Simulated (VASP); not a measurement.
# ReP (Fm-3m) in VASP: notebook

ReP is run at these levels: PBEsol, LDA; tasks: single point.

Program: VASP 6.6.1. These are calculated values, not measurements. Logs are shortened: lines on timing, memory, paths and dates and some standing lists are left out, and cuts for length are marked.

## 1. The cell of the first run

The structure is cubic, space group Fm-3m (No. 225). Conventional cell: a = 4.916 Å, b = 4.916 Å, c = 4.916 Å, α = 90.00°, β = 90.00°, γ = 90.00°. Within 3.2 Å of Re (site symmetry m-3m) lie 6 P at 2.46 Å. Within 3.2 Å of P (site symmetry m-3m) lie 6 Re at 2.46 Å.

## 2. Single point, PBEsol

INCAR

```
SYSTEM = ReP
PREC = Accurate
ENCUT = 520
EDIFF = 1E-6
ISMEAR = 0
SIGMA = 0.05
LREAL = .FALSE.
LASPH = .TRUE.
NELM = 80
ALGO = Normal
ISIF = 2
LWAVE = .FALSE.
LCHARG = .TRUE.
GGA = PS
LELF = .TRUE.
LVHAR = .TRUE.
NBANDS = 13
```

KPOINTS

```
regular mesh
0
G
  12 12 12
  0 0 0
```

POSCAR

```
ReP
1.0
    0.0000000000      2.4579799456      2.4579799456
    2.4579799456      0.0000000000      2.4579799456
    2.4579799456      2.4579799456      0.0000000000
Re P
1 1
Direct
    0.5000000000      0.5000000000      0.5000000000
    0.0000000000      0.0000000000      0.0000000000
```

Potentials or basis: VASP PAW PBE potentials, release 64 (Re, P).

On the command line:

```
cat potpaw_PBE.64/Re/POTCAR potpaw_PBE.64/P/POTCAR > POTCAR
mpirun -np 1 vasp_std > vasp.out
```

OUTCAR:

```text
SYSTEM = ReP
   PREC = Accurate
   ENCUT = 520
   EDIFF = 1E-6
   ISMEAR = 0
   LREAL = .FALSE.
   LASPH = .TRUE.
   NELM = 80
   ISIF = 2
   GGA = PS

 ion  position               nearest neighbor table
   1  0.500  0.500  0.500-   2 2.46   2 2.46   2 2.46   2 2.46   2 2.46   2 2.46
   2  0.000  0.000  0.000-   1 2.46   1 2.46   1 2.46   1 2.46   1 2.46   1 2.46

  LATTYP: Found a face centered cubic cell.
 ALAT       =     4.9159598912

  Lattice vectors:

 A1 = (   0.0000000000,   2.4579799456,   2.4579799456)
 A2 = (   2.4579799456,   0.0000000000,   2.4579799456)
 A3 = (   2.4579799456,   2.4579799456,   0.0000000000)

Analysis of symmetry for initial positions (statically):
=====================================================================
 Subroutine PRICEL returns:
 Original cell was already a primitive cell.

 Routine SETGRP: Setting up the symmetry group for a
 face centered cubic supercell.

 Subroutine GETGRP returns: Found 48 space group operations
 (whereof 48 operations were pure point group operations)
 out of a pool of 48 trial point group operations.

The static configuration has the point symmetry O_h .

Analysis of symmetry for dynamics (positions and initial velocities):
=====================================================================
 Subroutine PRICEL returns:
 Original cell was already a primitive cell.

 Routine SETGRP: Setting up the symmetry group for a
 face centered cubic supercell.

 Subroutine GETGRP returns: Found 48 space group operations
 (whereof 48 operations were pure point group operations)
 out of a pool of 48 trial point group operations.

The dynamic configuration has the point symmetry O_h .

 Subroutine INISYM returns: Found 48 space group operations
 (whereof 48 operations are pure point group operations),
 and found     1 'primitive' translations

----------------------------------------------------------------------------------------

                                     Primitive cell

  volume of cell :      29.7006

  direct lattice vectors                    reciprocal lattice vectors
     0.000000000  2.457979946  2.457979946    -0.203419072  0.203419072  0.203419072
     2.457979946  0.000000000  2.457979946     0.203419072 -0.203419072  0.203419072
     2.457979946  2.457979946  0.000000000     0.203419072  0.203419072 -0.203419072

  length of vectors
     3.476108575  3.476108575  3.476108575     0.352332168  0.352332168  0.352332168

  position of ions in fractional coordinates (direct lattice)
     0.500000000  0.500000000  0.500000000
     0.000000000  0.000000000  0.000000000

  ion indices of the primitive-cell ions
   primitive index   ion index
                 1           1
                 2           2

[... 87 lines left out ...]
   EFERMI_NEDOS =   21; number of points for ismear=-14 and -15
   IALGO  =     38    algorithm
   IMIX   =      4    mixing-type and parameters
     AMIX     =   0.40;   BMIX     =  1.00
     AMIX_MAG =   1.60;   BMIX_MAG =  1.00
  volume/ion in A,a.u.               =      14.85       100.21
  Fermi-wavevector in a.u.,A,eV,Ry     =   1.210264  2.287068 19.928995  1.464740
  Thomas-Fermi vector in A             =   2.345816
   LORBIT       =      0    0 simple, 1 ext, 2 COOP (PROOUT), +10 PAW based schemes
   GGA     = PS    functional components
   LHFCALC =     F    Hartree Fock is set to
   AEXX    =    0.0000 exact exchange contribution
   IVDW    =     0    specifies the selected vdW correction
   LEPSILON=     F    determine dielectric tensor
   LRPA    =     F    only Hartree local field effects (RPA)
 non-spin polarized calculation
 Gauss-broadening in eV      SIGMA  =   0.05
  energy-cutoff  :      520.00
  volume of cell :       29.70
 maximum number of plane-waves:       821
 NGX is ok and might be reduce to    28
   NGX = 13   NGY = 13   NGZ = 13

 number of electron      12.0000001 magnetization

 Free energy of the ion-electron system (eV)
  ---------------------------------------------------
  ext. energy  EPLUGINS =         0.00000000
  ---------------------------------------------------
  free energy    TOTEN  =       -17.94236842 eV

  energy without entropy =      -17.93928296  energy(sigma->0) =      -17.94082569

 E-fermi :   8.8762     XC(G=0): -12.5018

 val. band max:        8.8601530431   @ k =   0.5000   0.2500   0.0000
 cond. band min:       8.8847571289   @ k =   0.3333   0.0833   0.0000
 fundamental gap:      0.0246040858
 Fermi energy:         8.8762265529

 k-point     1 :       0.0000    0.0000    0.0000
  band No.  band energies     occupation
      1      -5.7236      2.00000
      2       6.0340      2.00000
      3       6.0340      2.00000
      4       6.0340      2.00000
      5       6.4572      2.00000
      6       6.4572      2.00000
      7       8.6193      2.00000
      8       8.6193      2.00000
      9       8.6193      2.00000
     10      14.8814      0.00000
     11      17.7683      0.00000
     12      22.4067      0.00000
     13      22.4067      0.00000
[... 354 lines left out ...]
  band No.  band energies     occupation
      1      -2.4954      2.00000
      2       0.7778      2.00000
      3       3.2996      2.00000
      4       3.5354      2.00000
      5       8.4039      2.00000
      6       8.4865      2.00000
      7       9.0528      0.00000
      8      12.3801      0.00000
      9      13.7764      0.00000
     10      13.9303      0.00000
     11      17.5029      0.00000
     12      18.0454      0.00000
     13      19.7124      0.00000

 [... further k-points ...]

------------------------ aborting loop because EDIFF is reached ----------------------------------------

  FORCE on cell =-STRESS in cart. coord.  units (eV):
  Direction    XX          YY          ZZ          XY          YZ          ZX
  --------------------------------------------------------------------------------------
  -------------------------------------------------------------------------------------
  Total       -0.9792451     -0.9792451     -0.9792451      0.0000000     -0.0000000      0.0000000
  in kB      -52.8246956    -52.8246956    -52.8246956      0.0000000     -0.0000000      0.0000000
  external PRESSURE =     -52.8246956 kB  Pullay stress =       0.0000000 kB

 VOLUME and BASIS-vectors are now :
 -----------------------------------------------------------------------------
  energy-cutoff  :      520.00
  volume of cell :       29.70
      direct lattice vectors                 reciprocal lattice vectors
     0.000000000  2.457979946  2.457979946    -0.203419072  0.203419072  0.203419072
     2.457979946  0.000000000  2.457979946     0.203419072 -0.203419072  0.203419072
     2.457979946  2.457979946  0.000000000     0.203419072  0.203419072 -0.203419072

 POSITION                                       TOTAL-FORCE (eV/Angst)
 -----------------------------------------------------------------------------------
      2.45798      2.45798      2.45798         0.000000     -0.000000     -0.000000
      0.00000      0.00000      0.00000        -0.000000      0.000000      0.000000
 -----------------------------------------------------------------------------------
    total drift:                                0.000000      0.000000      0.000000

  FREE ENERGIE OF THE ION-ELECTRON SYSTEM (eV)
  ---------------------------------------------------
  free  energy   TOTEN  =       -17.9423684239 eV

  energy  without entropy=      -17.9392829608  energy(sigma->0) =      -17.94082569
```

OSZICAR:

```text
N       E                     dE             d eps       ncg     rms          rms(c)
DAV:   1     0.194940654998E+02    0.19494E+02   -0.57020E+03  3101   0.101E+03
DAV:   2    -0.178932751931E+02   -0.37387E+02   -0.34716E+02  3158   0.201E+02
DAV:   3    -0.188410964515E+02   -0.94782E+00   -0.94193E+00  2668   0.321E+01
DAV:   4    -0.188453453661E+02   -0.42489E-02   -0.42341E-02  2869   0.161E+00
DAV:   5    -0.188454450820E+02   -0.99716E-04   -0.99700E-04  2623   0.217E-01    0.301E+01
DAV:   6    -0.180188845016E+02    0.82656E+00   -0.36470E+00  3153   0.400E+01    0.903E+00
DAV:   7    -0.179638615813E+02    0.55023E-01   -0.28830E-01  3145   0.991E+00    0.706E+00
DAV:   8    -0.179429503415E+02    0.20911E-01   -0.60239E-02  3186   0.471E+00    0.384E-01
DAV:   9    -0.179424783983E+02    0.47194E-03   -0.16638E-03  3009   0.724E-01    0.283E-01
DAV:  10    -0.179423736253E+02    0.10477E-03   -0.48310E-04  3121   0.442E-01    0.175E-02
DAV:  11    -0.179423699949E+02    0.36303E-05   -0.10778E-05  2763   0.235E-02    0.143E-02
DAV:  12    -0.179423686286E+02    0.13663E-05   -0.26465E-07  1526   0.169E-02    0.206E-03
DAV:  13    -0.179423684239E+02    0.20474E-06   -0.23474E-07  1266   0.464E-03
   1 F= -.17942368E+02 E0= -.17940826E+02  d E =-.308546E-02
```

stdout:

```text
POSCAR found type information on POSCAR ReP
 POSCAR found :  2 types and       2 ions
 scaLAPACK will be used
 -----------------------------------------------------------------------------
|                                                                             |
|                                                                             |
|     You enforced a specific xc type in the INCAR file but a different       |
|     I HOPE YOU KNOW WHAT YOU ARE DOING!                                     |
|                                                                             |
 -----------------------------------------------------------------------------

 LDA part: xc-table for (Slater+PW92), standard interpolation
 POSCAR, INCAR and KPOINTS ok, starting setup
 FFT: planning ... GRIDC
 FFT: planning ... GRID_SOFT
 FFT: planning ... GRID
 WAVECAR not read
 entering main loop
```

Run time: 47 s. Hardware: 1 thread of Intel Xeon 8259CL, shared host; peak memory 0.17 GiB.

Results:

```yaml
Free_energy: -17.9424 eV
Pressure: -5.3 GPa
Band_gap_on_the_k_mesh: zero (bands 6 and 7 overlap by 0.79 eV)
```

Levels at points of the mesh, in eV from the Fermi level:
```
           k point  band 4  band 5  band 6  band 7  band 8  band 9
(0.00, 0.00, 0.00)   -2.84   -2.42   -2.42   -0.26   -0.26   -0.26
(0.50, 0.00, 0.00)   -5.56   -0.22   -0.22    0.58    3.31    6.24
(0.50, 0.50, 0.00)   -2.49   -2.49   -1.30    0.45    0.53    0.53
```

Caveat: the cell stands under tension; the PAW data sets were made with another functional, which shifts forces and pressure a little; spin-orbit coupling is left out, which moves the levels of the heavy elements.

## 3. Single point, LDA

INCAR

```
SYSTEM = ReP
PREC = Accurate
ENCUT = 520
EDIFF = 1E-7
ISMEAR = 0
SIGMA = 0.05
LREAL = .False.
LASPH = .True.
NELM = 80
ALGO = Normal
ISIF = 2
LWAVE = .False.
LCHARG = .False.
NBANDS = 13
```

KPOINTS

```
regular mesh
0
Gamma
  12 12 12
  0 0 0
```

POSCAR is that of step 2.

Potentials or basis: VASP PAW LDA potentials, release 64 (Re, P).

On the command line:

```
cat potpaw_LDA.64/Re/POTCAR potpaw_LDA.64/P/POTCAR > POTCAR
mpirun -np 1 vasp_std > vasp.out
```

It took 43 s on 1 thread of Intel Xeon 8259CL, shared host; peak memory 0.16 GiB.

It converged, with:

```yaml
Free_energy: -18.6437 eV
Pressure: -8.5 GPa
Band_gap_on_the_k_mesh: zero (bands 6 and 7 overlap by 0.78 eV)
```

Levels at points of the mesh, in eV from the Fermi level:
```csv
k point,band 4,band 5,band 6,band 7,band 8,band 9
"(0.00, 0.00, 0.00)",-2.83,-2.42,-2.42,-0.25,-0.25,-0.25
"(0.50, 0.00, 0.00)",-5.55,-0.23,-0.23,0.59,3.37,6.30
"(0.50, 0.50, 0.00)",-2.45,-2.45,-1.31,0.49,0.52,0.52
```

Caveat: the cell stands under tension; spin-orbit coupling is left out, which moves the levels of the heavy elements.
